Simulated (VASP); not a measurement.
# ZnS (Wurtzite-2H) (P6_3mc) in VASP: single point with PBE

Aim: the single point of ZnS (Wurtzite-2H) with PBE.

Everything below comes from runs of VASP 6.6.1. Logs are shortened: lines on timing, memory, paths and dates and some standing lists are left out, and cuts for length are marked.

**1. The cell of the first run**

Symmetry: P6_3mc, No. 186, hexagonal system. Conventional cell: a = 3.811 Å, b = 3.811 Å, c = 6.234 Å, α = 90.00°, β = 90.00°, γ = 120.00°. Zn (site symmetry 3m) has 4 S at 2.31 to 2.40 Å within 3.1 Å. Within 3.1 Å of S (site symmetry 3m) lie 4 Zn at 2.31 to 2.40 Å.

**2. Single point, PBE**

INCAR reads:

```
SYSTEM = ZnS
ALGO = Normal
EDIFF = 1E-6
ENCUT = 520
GGA = PE
ISIF = 2
ISMEAR = 0
LASPH = .TRUE.
LCHARG = .TRUE.
LELF = .TRUE.
LREAL = .FALSE.
LVHAR = .TRUE.
LWAVE = .FALSE.
NBANDS = 26
NELM = 80
PREC = Accurate
SIGMA = 0.01
```

KPOINTS reads:

```
k-points
0
G
  4 4 2
  0 0 0
```

POSCAR reads:

```
ZnS
1.0
    3.8110000000      0.0000000000      0.0000000000
   -1.9055000000      3.3004230000      0.0000000000
    0.0000000000      0.0000000000      6.2340000000
Zn S
2 2
Direct
    0.3333333333      0.6666666667      0.0000000000
    0.6666666667      0.3333333333      0.5000000000
    0.3333333333      0.6666666667      0.3850000000
    0.6666666667      0.3333333333      0.8850000000
```

Potentials or basis: VASP PAW PBE potentials, release 64 (Zn, S).

The run is started by

```console
> cat potpaw_PBE.64/Zn/POTCAR potpaw_PBE.64/S/POTCAR > POTCAR
> mpirun -np 1 vasp_std > vasp.out
```

OUTCAR:

```text
SYSTEM = ZnS
   EDIFF = 1E-6
   ENCUT = 520
   GGA = PE
   ISIF = 2
   ISMEAR = 0
   LASPH = .TRUE.
   LREAL = .FALSE.
   NELM = 80
   PREC = Accurate

 ion  position               nearest neighbor table
   1  0.333  0.667  0.000-   4 2.31   4 2.31   4 2.31   3 2.40
   2  0.667  0.333  0.500-   3 2.31   3 2.31   3 2.31   4 2.40
   3  0.333  0.667  0.385-   2 2.31   2 2.31   2 2.31   1 2.40
   4  0.667  0.333  0.885-   1 2.31   1 2.31   1 2.31   2 2.40

  LATTYP: Found a hexagonal cell.
 ALAT       =     3.8110000000
 C/A-ratio  =     1.6357911309

  Lattice vectors:

 A1 = (   3.8110000000,   0.0000000000,   0.0000000000)
 A2 = (  -1.9055000000,   3.3004230000,   0.0000000000)
 A3 = (   0.0000000000,   0.0000000000,   6.2340000000)

Analysis of symmetry for initial positions (statically):
=====================================================================
 Subroutine PRICEL returns:
 Original cell was already a primitive cell.

 Routine SETGRP: Setting up the symmetry group for a
 hexagonal supercell.

 Subroutine GETGRP returns: Found 12 space group operations
 (whereof  6 operations were pure point group operations)
 out of a pool of 24 trial point group operations.

The static configuration has the point symmetry C_3v.
 The point group associated with its full space group is C_6v.

Analysis of symmetry for dynamics (positions and initial velocities):
=====================================================================
 Subroutine PRICEL returns:
 Original cell was already a primitive cell.

 Routine SETGRP: Setting up the symmetry group for a
 hexagonal supercell.

 Subroutine GETGRP returns: Found 12 space group operations
 (whereof  6 operations were pure point group operations)
 out of a pool of 24 trial point group operations.

The dynamic configuration has the point symmetry C_3v.
 The point group associated with its full space group is C_6v.

 Subroutine INISYM returns: Found 12 space group operations
 (whereof  6 operations are pure point group operations),
 and found     1 'primitive' translations

----------------------------------------------------------------------------------------

                                     Primitive cell

  volume of cell :      78.4107

  direct lattice vectors                    reciprocal lattice vectors
     3.811000000  0.000000000  0.000000000     0.262398321  0.151495733  0.000000000
    -1.905500000  3.300423000  0.000000000     0.000000000  0.302991465  0.000000000
     0.000000000  0.000000000  6.234000000     0.000000000  0.000000000  0.160410651

  length of vectors
     3.811000000  3.811000161  6.234000000     0.302991478  0.302991465  0.160410651

  position of ions in fractional coordinates (direct lattice)
     0.333333333  0.666666667  0.000000000
     0.666666667  0.333333333  0.500000000
     0.333333333  0.666666667  0.385000000
     0.666666667  0.333333333  0.885000000

  ion indices of the primitive-cell ions
   primitive index   ion index
                 1           1
                 2           2
                 3           3
                 4           4

----------------------------------------------------------------------------------------

 KPOINTS: k-points

Automatic generation of k-mesh.
 Grid dimensions read from file:
 generate k-points for:    4    4    2

 Generating k-lattice:

  Cartesian coordinates                     Fractional coordinates (reciprocal lattice)
     0.065599580  0.037873933  0.000000000     0.250000000  0.000000000  0.000000000
     0.000000000  0.075747866  0.000000000     0.000000000  0.250000000  0.000000000
     0.000000000  0.000000000  0.080205326     0.000000000  0.000000000  0.500000000

  Length of vectors
     0.075747869  0.075747866  0.080205326

  Shift w.r.t. Gamma in fractional coordinates (k-lattice)
     0.000000000  0.000000000  0.000000000

 Subroutine IBZKPT returns following result:
 ===========================================

 Found      8 irreducible k-points:

 Following reciprocal coordinates:
            Coordinates               Weight
  0.000000  0.000000  0.000000      1.000000
  0.250000  0.000000  0.000000      6.000000
  0.500000  0.000000  0.000000      3.000000
  0.250000  0.250000  0.000000      6.000000
  0.000000  0.000000  0.500000      1.000000
  0.250000  0.000000  0.500000      6.000000
  0.500000  0.000000  0.500000      3.000000
  0.250000  0.250000  0.500000      6.000000
   k-points           NKPTS =      8   k-points in BZ     NKDIM =      8   number of bands    NBANDS=     26
   number of dos      NEDOS =    301   number of ions     NIONS =      4
   total plane-waves  NPLWV =  37632
   dimension x,y,z NGX =    28 NGY =   28 NGZ =   48
   dimension x,y,z NGXF=    56 NGYF=   56 NGZF=   96
   ions per type =               2   2
   NGX,Y,Z   is equivalent  to a cutoff of  12.21, 12.21, 12.80 a.u.
   NGXF,Y,Z  is equivalent  to a cutoff of  24.43, 24.43, 25.60 a.u.
 SYSTEM =  ZnS
   PREC   = accura    normal or accurate (medium, high low for compatibility)
   ISTART =      0    job   : 0-new  1-cont  2-samecut
   ICHARG =      2    charge: 1-file 2-atom 10-const
   ISPIN  =      1    spin polarized calculation?
   LNONCOLLINEAR =      F non collinear calculations
   LSORBIT =      F    spin-orbit coupling
   LASPH  =      T    aspherical Exc in radial PAW
   ENCUT  =  520.0 eV  38.22 Ry    6.18 a.u.   7.09  7.09 11.59*2*pi/ulx,y,z
   NELM   =     80;   NELMIN=  2; NELMDL= -5     # of ELM steps
   EDIFF  = 0.1E-05   stopping-criterion for ELM
   LREAL  =      F    real-space projection
   EDIFFG = 0.1E-04   stopping-criterion for IOM
   NSW    =      0    number of steps for IOM
   IBRION =     -1    ionic relax: 0-MD 1-quasi-New 2-CG
   NFREE  =      0    steps in history (QN), initial steepest desc. (CG)
   ISIF   =      2    stress and relaxation
   ISYM   =      2    0-nonsym 1-usesym 2-fastsym
   POTIM  = 0.5000    time-step for ionic-motion
   TEBEG  =    0.0;   TEEND  =   0.0 temperature during run
   PSTRESS=    0.0 pullay stress
   NELECT =      36.0000    total number of electrons
   NUPDOWN=      -1.0000    fix difference up-down
   EMIN   =  10.00;   EMAX   =-10.00  energy-range for DOS
   EFERMI =   0.00;   METHOD = LEGACY
   ISMEAR =     0;   SIGMA  =   0.01  broadening in eV -4-tet -1-fermi 0-gaus
   EFERMI_NEDOS =   21; number of points for ismear=-14 and -15
   IALGO  =     38    algorithm
   IMIX   =      4    mixing-type and parameters
     AMIX     =   0.40;   BMIX     =  1.00
     AMIX_MAG =   1.60;   BMIX_MAG =  1.00
  volume/ion in A,a.u.               =      19.60       132.29
  Fermi-wavevector in a.u.,A,eV,Ry     =   1.262943  2.386617 21.701646  1.595026
  Thomas-Fermi vector in A             =   2.396326
   LORBIT       =      0    0 simple, 1 ext, 2 COOP (PROOUT), +10 PAW based schemes
   GGA     = PE    functional components
   LHFCALC =     F    Hartree Fock is set to
   AEXX    =    0.0000 exact exchange contribution
   IVDW    =     0    specifies the selected vdW correction
   LEPSILON=     F    determine dielectric tensor
   LRPA    =     F    only Hartree local field effects (RPA)
 non-spin polarized calculation
 Gauss-broadening in eV      SIGMA  =   0.01
  energy-cutoff  :      520.00
  volume of cell :       78.41
 maximum number of plane-waves:      2128
   NGX = 15   NGY = 15   NGZ = 23

 number of electron      35.9999977 magnetization

 Free energy of the ion-electron system (eV)
  ---------------------------------------------------
  ext. energy  EPLUGINS =         0.00000000
  ---------------------------------------------------
  free energy    TOTEN  =       -13.60468592 eV

  energy without entropy =      -13.60468592  energy(sigma->0) =      -13.60468592

 E-fermi :   2.2730     XC(G=0):  -9.6456

 val. band max:        2.1747979251   @ k =   0.0000   0.0000   0.0000
 cond. band min:       4.4242743199   @ k =   0.0000   0.0000   0.0000
 fundamental gap:      2.2494763948
 Fermi energy:         2.2729672928

 k-point     1 :       0.0000    0.0000    0.0000
  band No.  band energies     occupation
      1     -11.0179      2.00000
      2     -10.0934      2.00000
      3      -4.2043      2.00000
      4      -4.2043      2.00000
      5      -4.1400      2.00000
      6      -4.1400      2.00000
[... 18 lines left out ...]
     25       9.7907      0.00000
     26      11.4846      0.00000

 k-point     2 :       0.2500    0.0000    0.0000
  band No.  band energies     occupation
      1     -10.6259      2.00000
      2      -9.8892      2.00000
      3      -4.2141      2.00000
      4      -4.1235      2.00000
      5      -4.1097      2.00000
      6      -4.0273      2.00000
[... 18 lines left out ...]
     25      10.6114      0.00000
     26      11.1094      0.00000

 k-point     3 :       0.5000    0.0000    0.0000
  band No.  band energies     occupation
      1     -10.0804      2.00000
      2      -9.7581      2.00000
      3      -4.1691      2.00000
      4      -4.0650      2.00000
      5      -3.9520      2.00000
      6      -3.9020      2.00000
[... 18 lines left out ...]
     25      11.2572      0.00000
     26      13.5379      0.00000

 k-point     4 :       0.2500    0.2500    0.0000
  band No.  band energies     occupation
      1     -10.0993      2.00000
      2      -9.7492      2.00000
      3      -4.1294      2.00000
      4      -4.0373      2.00000
      5      -3.9484      2.00000
      6      -3.9068      2.00000
[... 18 lines left out ...]
     25      10.7390      0.00000
     26      11.8565      0.00000

 k-point     5 :       0.0000    0.0000    0.5000
  band No.  band energies     occupation
      1     -10.5945      2.00000
      2     -10.5945      2.00000
      3      -4.1790      2.00000
      4      -4.1790      2.00000
      5      -4.1790      2.00000
      6      -4.1790      2.00000
[... 18 lines left out ...]
     25       9.0080      0.00000
     26       9.0080      0.00000

 k-point     6 :       0.2500    0.0000    0.5000
  band No.  band energies     occupation
      1     -10.2765      2.00000
      2     -10.2765      2.00000
      3      -4.1976      2.00000
      4      -4.1976      2.00000
      5      -4.0789      2.00000
      6      -4.0789      2.00000
[... 18 lines left out ...]
     25      10.3079      0.00000
     26      10.3079      0.00000

 k-point     7 :       0.5000    0.0000    0.5000
  band No.  band energies     occupation
      1      -9.9095      2.00000
      2      -9.9095      2.00000
      3      -4.1680      2.00000
      4      -4.1680      2.00000
      5      -3.9840      2.00000
      6      -3.9840      2.00000
[... 18 lines left out ...]
     25      11.4534      0.00000
     26      11.4534      0.00000

 k-point     8 :       0.2500    0.2500    0.5000
  band No.  band energies     occupation
      1      -9.9160      2.00000
      2      -9.9160      2.00000
      3      -4.0821      2.00000
      4      -4.0821      2.00000
      5      -3.9767      2.00000
      6      -3.9767      2.00000
[... 18 lines left out ...]
     25      10.7224      0.00000
     26      10.7224      0.00000

------------------------ aborting loop because EDIFF is reached ----------------------------------------

  FORCE on cell =-STRESS in cart. coord.  units (eV):
  Direction    XX          YY          ZZ          XY          YZ          ZX
  --------------------------------------------------------------------------------------
  -------------------------------------------------------------------------------------
  Total        1.6851392      1.6851394      0.4744007      0.0000000      0.0000000      0.0000000
  in kB       34.4326947     34.4326986      9.6934979      0.0000000      0.0000000      0.0000000
  external PRESSURE =      26.1862971 kB  Pullay stress =       0.0000000 kB

 VOLUME and BASIS-vectors are now :
 -----------------------------------------------------------------------------
  energy-cutoff  :      520.00
  volume of cell :       78.41
      direct lattice vectors                 reciprocal lattice vectors
     3.811000000  0.000000000  0.000000000     0.262398321  0.151495733  0.000000000
    -1.905500000  3.300423000  0.000000000     0.000000000  0.302991465  0.000000000
     0.000000000  0.000000000  6.234000000     0.000000000  0.000000000  0.160410651

 POSITION                                       TOTAL-FORCE (eV/Angst)
 -----------------------------------------------------------------------------------
     -0.00000      2.20028      0.00000        -0.000000      0.000000      0.337856
      1.90550      1.10014      3.11700         0.000000     -0.000000      0.337856
     -0.00000      2.20028      2.40009        -0.000000      0.000000     -0.337856
      1.90550      1.10014      5.51709         0.000000     -0.000000     -0.337856
 -----------------------------------------------------------------------------------
    total drift:                               -0.000000     -0.000000      0.000477

  FREE ENERGIE OF THE ION-ELECTRON SYSTEM (eV)
  ---------------------------------------------------
  free  energy   TOTEN  =       -13.6046859167 eV

  energy  without entropy=      -13.6046859167  energy(sigma->0) =      -13.60468592
```

Run time: 32 s. Hardware: 1 thread of AMD EPYC 7R13, shared host; peak memory 0.15 GiB.

What came out:

```
Free energy            : -13.6047 eV
Pressure               : 2.6 GPa
Largest force          : 0.338 eV/Å
Band gap on the k mesh : 2.25 eV, direct
```

Forces in eV/Å, atoms in the order of the input:
```
Zn   0.000  0.000  0.338
Zn   0.000  0.000  0.338
S    0.000  0.000 -0.338
S    0.000  0.000 -0.338
```

Levels at points of the mesh, in eV from the valence-band top:
```csv
k point,band 16,band 17,band 18,band 19,band 20,band 21
"(0.00, 0.00, 0.00)",-0.01,-0.01,0.00,2.25,2.99,6.29
"(0.50, 0.00, 0.00)",-2.25,-1.56,-0.98,3.61,4.27,5.18
"(0.00, 0.00, 0.50)",-0.45,-0.45,-0.45,3.51,3.51,6.73
"(0.50, 0.00, 0.50)",-1.66,-1.53,-1.53,3.61,3.61,5.14
```

Caveat: the k points lie up to 0.50 Å⁻¹ apart.
